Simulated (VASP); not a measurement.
# LiBe16 (a cell with a defect) in VASP: further runs

Runs on LiBe16 (a cell with a defect). Level: PBE. Tasks: single point.

Program: VASP 6.6.1. These are calculated values, not measurements. Logs are shortened: lines on timing, memory, paths and dates and some standing lists are left out, and cuts for length are marked.

**1. The cell of the first run**

The cell holds a defect, 17 atoms: a = 4.580 Å, b = 3.966 Å, c = 7.177 Å, α = 90.00°, β = 90.00°, γ = 90.00°.

**2. Single point, PBE**

The input, INCAR:

```
PREC = Accurate
ENCUT = 520
EDIFF = 1E-7
ISMEAR = 0
SIGMA = 0.1
LREAL = Auto
LASPH = T
NELM = 100
ALGO = Normal
ISIF = 2
LWAVE = F
LCHARG = F
GGA = PE
NBANDS = 32
```

The input, KPOINTS:

```
regular mesh
0
Gamma
  5 5 3
```

The input, POSCAR:

```
LiBe16
1.0
   -2.2900000000     -3.9663960000      0.0000000000
    3.4350000000     -1.9831980000      0.0000000000
    0.0000000000      0.0000000000      7.1768600000
Be Li
16 1
Direct
    0.7425665217      0.4863500666     -0.0116674201
    0.5744443803      0.2902794266      0.2430462677
    0.7434748483      0.4847527809      0.4976638366
    0.5108678861      0.2982316551      0.7429122416
    0.5094961586     -0.0183125782     -0.0112244356
    0.1905678018      1.1098356776      0.2431933708
    0.5095926991     -0.0194491078      0.4971080331
    0.2665809608      0.7887997485      0.7430730400
    0.2550941655      0.4325487123     -0.0105795954
   -0.0223007732      0.4954658290      0.2430415792
    0.2558885784      0.4322316632      0.4966845209
    0.0067918517      0.2944485726      0.7431458427
    0.0141738302     -0.0649390384     -0.0099790680
    0.7822487352      0.8891309049      0.2431339610
    0.0143960743     -0.0653732963      0.4961372993
    0.7603160817      0.8046698596      0.7429250910
    0.3769605997      0.7007472237      0.2427591351
```

Potentials or basis: VASP PAW PBE potentials, release 64 (Be, Li_sv).

Command:

```console
> cat potpaw_PBE.64/Be/POTCAR potpaw_PBE.64/Li_sv/POTCAR > POTCAR
> mpirun -np 1 vasp_std > vasp.out
```

OUTCAR:

```text
PREC = Accurate
   ENCUT = 520
   EDIFF = 1E-7
   ISMEAR = 0
   LREAL = Auto
   LASPH = T
   NELM = 100
   ISIF = 2
   GGA = PE

 ion  position               nearest neighbor table
   1  0.743  0.486  0.988-  10 2.12   2 2.13  16 2.17  13 2.17   4 2.19   5 2.24   9 2.24  12 2.27
                             5 2.27   9 2.36
   2  0.574  0.290  0.243-  14 1.85  17 1.86   6 1.90  10 2.02   3 2.13   1 2.13   5 2.22   7 2.22

   3  0.743  0.485  0.498-  10 2.12   2 2.13  16 2.17  15 2.17   4 2.19   7 2.24  11 2.24  12 2.26
                             7 2.27  11 2.36
   4  0.511  0.298  0.743-   5 2.17   7 2.17  11 2.18   3 2.19   1 2.19   9 2.19   8 2.24  16 2.27
                            12 2.27  12 2.31   8 2.31  16 2.31
   5  0.509  0.982  0.989-   9 2.13   4 2.17   2 2.22  16 2.22   8 2.22  17 2.22   1 2.24  14 2.24
                             1 2.27  13 2.28  13 2.32
   6  0.191  0.110  0.243-  10 1.81  17 1.83   2 1.90  14 2.06  15 2.10  13 2.11  11 2.24   9 2.25
                            17 2.49
   7  0.510  0.981  0.497-  11 2.14   4 2.17  16 2.22   2 2.22  17 2.22   8 2.22  14 2.24   3 2.24
                             3 2.27  15 2.28  15 2.32
   8  0.267  0.789  0.743-  15 2.19  13 2.19   5 2.22   7 2.22   4 2.24  16 2.26   9 2.26  11 2.26
                            12 2.29   4 2.31  16 2.32  12 2.33
   9  0.255  0.433  0.989-   5 2.13  12 2.17  17 2.18   4 2.19  10 2.23   1 2.24   6 2.25  13 2.26
                             8 2.26  13 2.28   1 2.36
  10  0.978  0.495  0.243-  14 1.80   6 1.81  17 2.00   2 2.02   3 2.12   1 2.12   9 2.23  11 2.24
[... 9 lines left out ...]
  15  0.014  0.935  0.496-   6 2.10  14 2.11   3 2.17  16 2.18   8 2.19  11 2.26   7 2.28  12 2.28
                            11 2.28   7 2.32
  16  0.760  0.805  0.743-   1 2.17   3 2.17  15 2.18  13 2.18   7 2.22   5 2.22  12 2.25   8 2.26
                             4 2.27   4 2.31  12 2.32   8 2.32
  17  0.377  0.701  0.243-   6 1.83   2 1.86  14 2.00  10 2.00   9 2.18  11 2.18   5 2.22   7 2.22
                             6 2.49

  LATTYP: Found a simple orthorhombic cell.
 ALAT       =     3.9663962620
 B/A-ratio  =     1.1547004875
 C/A-ratio  =     1.8094157835

  Lattice vectors:

 A1 = (  -3.4350000000,   1.9831980000,   0.0000000000)
 A2 = (  -2.2900000000,  -3.9663960000,   0.0000000000)
 A3 = (   0.0000000000,   0.0000000000,   7.1768600000)

Analysis of symmetry for initial positions (statically):
=====================================================================
 Subroutine PRICEL returns:
 Original cell was already a primitive cell.

 Routine SETGRP: Setting up the symmetry group for a
 simple orthorhombic supercell.

 Subroutine GETGRP returns: Found  1 space group operations
 (whereof  1 operations were pure point group operations)
 out of a pool of  8 trial point group operations.

The static configuration has the point symmetry C_1 .

Analysis of symmetry for dynamics (positions and initial velocities):
=====================================================================
 Subroutine PRICEL returns:
 Original cell was already a primitive cell.

 Routine SETGRP: Setting up the symmetry group for a
 simple orthorhombic supercell.

 Subroutine GETGRP returns: Found  1 space group operations
 (whereof  1 operations were pure point group operations)
 out of a pool of  8 trial point group operations.

The dynamic configuration has the point symmetry C_1 .

 Subroutine INISYM returns: Found  1 space group operations
 (whereof  1 operations are pure point group operations),
 and found     1 'primitive' translations

----------------------------------------------------------------------------------------

                                     Primitive cell

  volume of cell :     130.3755

  direct lattice vectors                    reciprocal lattice vectors
    -2.290000000 -3.966396000  0.000000000    -0.109170306 -0.189088533  0.000000000
     3.435000000 -1.983198000  0.000000000     0.218340611 -0.126059022  0.000000000
     0.000000000  0.000000000  7.176860000     0.000000000  0.000000000  0.139336702

  length of vectors
     4.579999697  3.966396262  7.176860000     0.218340626  0.252118027  0.139336702

  position of ions in fractional coordinates (direct lattice)
     0.742566522  0.486350067  0.988332580
     0.574444380  0.290279427  0.243046268
     0.743474848  0.484752781  0.497663837
     0.510867886  0.298231655  0.742912242
     0.509496159  0.981687422  0.988775564
     0.190567802  0.109835678  0.243193371
[... 9 lines left out ...]
     0.760316082  0.804669860  0.742925091
     0.376960600  0.700747224  0.242759135

  ion indices of the primitive-cell ions
   primitive index   ion index
                 1           1
                 2           2
                 3           3
                 4           4
                 5           5
                 6           6
[... 9 lines left out ...]
                16          16
                17          17

----------------------------------------------------------------------------------------

 KPOINTS: regular mesh

Automatic generation of k-mesh.
 Grid dimensions read from file:
 generate k-points for:    5    5    3

 Generating k-lattice:

  Cartesian coordinates                     Fractional coordinates (reciprocal lattice)
    -0.021834061 -0.037817707  0.000000000     0.200000000  0.000000000  0.000000000
     0.043668122 -0.025211804  0.000000000     0.000000000  0.200000000  0.000000000
     0.000000000  0.000000000  0.046445567     0.000000000  0.000000000  0.333333333

  Length of vectors
     0.043668125  0.050423605  0.046445567

  Shift w.r.t. Gamma in fractional coordinates (k-lattice)
     0.000000000  0.000000000  0.000000000

 Subroutine IBZKPT returns following result:
 ===========================================

 Found     38 irreducible k-points:

 Following reciprocal coordinates:
            Coordinates               Weight
  0.000000  0.000000  0.000000      1.000000
  0.200000  0.000000  0.000000      2.000000
  0.400000  0.000000  0.000000      2.000000
  0.000000  0.200000  0.000000      2.000000
  0.200000  0.200000  0.000000      2.000000
 -0.200000  0.200000  0.000000      2.000000
[... 16 lines left out ...]
  0.200000 -0.200000 -0.333333      2.000000
 -0.200000 -0.200000  0.333333      2.000000
 [... further k-points ...]
   k-points           NKPTS =     38   k-points in BZ     NKDIM =     38   number of bands    NBANDS=     32
   number of dos      NEDOS =    301   number of ions     NIONS =     17
   total plane-waves  NPLWV =  58320
   dimension x,y,z NGX =    36 NGY =   30 NGZ =   54
   dimension x,y,z NGXF=    72 NGYF=   60 NGZF=  108
   ions per type =              16   1
   NGX,Y,Z   is equivalent  to a cutoff of  13.07, 12.57, 12.51 a.u.
   NGXF,Y,Z  is equivalent  to a cutoff of  26.13, 25.15, 25.02 a.u.
 SYSTEM =  unknown system
   PREC   = accura    normal or accurate (medium, high low for compatibility)
   ISTART =      0    job   : 0-new  1-cont  2-samecut
   ICHARG =      2    charge: 1-file 2-atom 10-const
   ISPIN  =      1    spin polarized calculation?
   LNONCOLLINEAR =      F non collinear calculations
   LSORBIT =      F    spin-orbit coupling
   LASPH  =      T    aspherical Exc in radial PAW
   ENCUT  =  520.0 eV  38.22 Ry    6.18 a.u.   8.52  7.37 13.34*2*pi/ulx,y,z
   NELM   =    100;   NELMIN=  2; NELMDL= -5     # of ELM steps
   EDIFF  = 0.1E-06   stopping-criterion for ELM
   LREAL  =      T    real-space projection
   EDIFFG = 0.1E-05   stopping-criterion for IOM
   NSW    =      0    number of steps for IOM
   IBRION =     -1    ionic relax: 0-MD 1-quasi-New 2-CG
   NFREE  =      0    steps in history (QN), initial steepest desc. (CG)
   ISIF   =      2    stress and relaxation
   ISYM   =      2    0-nonsym 1-usesym 2-fastsym
   POTIM  = 0.5000    time-step for ionic-motion
   TEBEG  =    0.0;   TEEND  =   0.0 temperature during run
   PSTRESS=    0.0 pullay stress
   NELECT =      35.0000    total number of electrons
   NUPDOWN=      -1.0000    fix difference up-down
   EMIN   =  10.00;   EMAX   =-10.00  energy-range for DOS
   EFERMI =   0.00;   METHOD = LEGACY
   ISMEAR =     0;   SIGMA  =   0.10  broadening in eV -4-tet -1-fermi 0-gaus
   EFERMI_NEDOS =   21; number of points for ismear=-14 and -15
   IALGO  =     38    algorithm
   IMIX   =      4    mixing-type and parameters
     AMIX     =   0.40;   BMIX     =  1.00
     AMIX_MAG =   1.60;   BMIX_MAG =  1.00
  volume/ion in A,a.u.               =       7.67        51.75
  Fermi-wavevector in a.u.,A,eV,Ry     =   1.056085  1.995711 15.174786  1.115315
  Thomas-Fermi vector in A             =   2.191307
   LORBIT       =      0    0 simple, 1 ext, 2 COOP (PROOUT), +10 PAW based schemes
   GGA     = PE    functional components
   LHFCALC =     F    Hartree Fock is set to
   AEXX    =    0.0000 exact exchange contribution
   IVDW    =     0    specifies the selected vdW correction
   LEPSILON=     F    determine dielectric tensor
   LRPA    =     F    only Hartree local field effects (RPA)
 non-spin polarized calculation
 Gauss-broadening in eV      SIGMA  =   0.10
  energy-cutoff  :      520.00
  volume of cell :      130.38
 maximum number of plane-waves:      3529
 NGX is ok and might be reduce to    36
   NGX = 17   NGY = 15   NGZ = 27

 number of electron      34.9999997 magnetization

 Free energy of the ion-electron system (eV)
  ---------------------------------------------------
  ext. energy  EPLUGINS =         0.00000000
  ---------------------------------------------------
  free energy    TOTEN  =       -57.49592614 eV

  energy without entropy =      -57.48051273  energy(sigma->0) =      -57.48821943

 E-fermi :   7.1755     XC(G=0): -10.6567

 val. band max:        7.1520772764   @ k =  -0.2000   0.2000   0.0000
 cond. band min:       7.2001920047   @ k =   0.4000   0.0000   0.0000
 fundamental gap:      0.0481147283
 Fermi energy:         7.1755463306

 k-point     1 :       0.0000    0.0000    0.0000
  band No.  band energies     occupation
      1     -38.9063      2.00000
      2      -4.0507      2.00000
      3      -2.1118      2.00000
      4      -1.8797      2.00000
      5       1.0031      2.00000
      6       1.1168      2.00000
[... 757 lines left out ...]
     28      12.0866      0.00000
     29      12.5402      0.00000

 [... further k-points ...]

 [bands above 29 left out]

------------------------ aborting loop because EDIFF is reached ----------------------------------------

  FORCE on cell =-STRESS in cart. coord.  units (eV):
  Direction    XX          YY          ZZ          XY          YZ          ZX
  --------------------------------------------------------------------------------------
  -------------------------------------------------------------------------------------
  Total       17.2766976      8.7266939      1.5768485      0.4198643      0.0038249     -0.0386851
  in kB      212.3123663    107.2418504     19.3778030      5.1596885      0.0470035     -0.4753985
  external PRESSURE =     112.9773399 kB  Pullay stress =       0.0000000 kB

 VOLUME and BASIS-vectors are now :
 -----------------------------------------------------------------------------
  energy-cutoff  :      520.00
  volume of cell :      130.38
      direct lattice vectors                 reciprocal lattice vectors
    -2.290000000 -3.966396000  0.000000000    -0.109170306 -0.189088533  0.000000000
     3.435000000 -1.983198000  0.000000000     0.218340611 -0.126059022  0.000000000
     0.000000000  0.000000000  7.176860000     0.000000000  0.000000000  0.139336702

 POSITION                                       TOTAL-FORCE (eV/Angst)
 -----------------------------------------------------------------------------------
     -0.02986     -3.90984      7.09312        -0.016431     -0.001811      0.002930
     -0.31837     -2.85416      1.74431        -0.014948      0.003946     -0.001288
     -0.03743     -3.91028      3.57166         0.005716     -0.005092      0.001995
     -0.14546     -2.61776      5.33178         0.011061     -0.006340      0.005344
      2.20535     -3.96774      7.09630        -0.010698     -0.002253     -0.000509
     -0.05911     -0.97369      1.74536         0.021950      0.002270     -0.001728
[... 9 lines left out ...]
      1.02292     -4.61153      5.33187         0.002955     -0.003508      0.004025
      1.54383     -2.88490      1.74225         0.006534      0.002609      0.000177
 -----------------------------------------------------------------------------------
    total drift:                                0.000073      0.005954     -0.002668

  FREE ENERGIE OF THE ION-ELECTRON SYSTEM (eV)
  ---------------------------------------------------
  free  energy   TOTEN  =       -57.4959261374 eV

  energy  without entropy=      -57.4805127303  energy(sigma->0) =      -57.48821943
```

Wall time 3.8 min (1 thread of Intel Xeon Platinum 8259CL at 2.50GHz (Skylake/Cascade Lake), shared host); peak memory 0.28 GiB.

Results:

```
Free energy            : -57.4959 eV
Largest force          : 0.022 eV/Å
Band gap on the k mesh : zero (an odd number of electrons rules out a gap without spin polarisation)
```

Forces in eV/Å, atoms in the order of the input:
```
Be  -0.016 -0.002  0.003
Be  -0.015  0.004 -0.001
Be   0.006 -0.005  0.002
Be   0.011 -0.006  0.005
Be  -0.011 -0.002 -0.001
Be   0.022  0.002 -0.002
Be   0.004 -0.004  0.007
Be   0.009  0.007  0.000
Be  -0.008 -0.004 -0.008
Be  -0.008  0.006 -0.007
Be   0.006  0.007  0.002
Be  -0.010  0.006 -0.005
Be   0.000 -0.002  0.004
Be   0.003 -0.004 -0.004
Be  -0.002 -0.003  0.000
Be   0.003 -0.004  0.004
Li   0.007  0.003  0.000
```

Caveat: the cutoff is under 1.25 times the usual one of these potentials, so pressure, stress and relaxed cells hold a basis-set (Pulay) error.

(Part 1 of 2 ends here.)
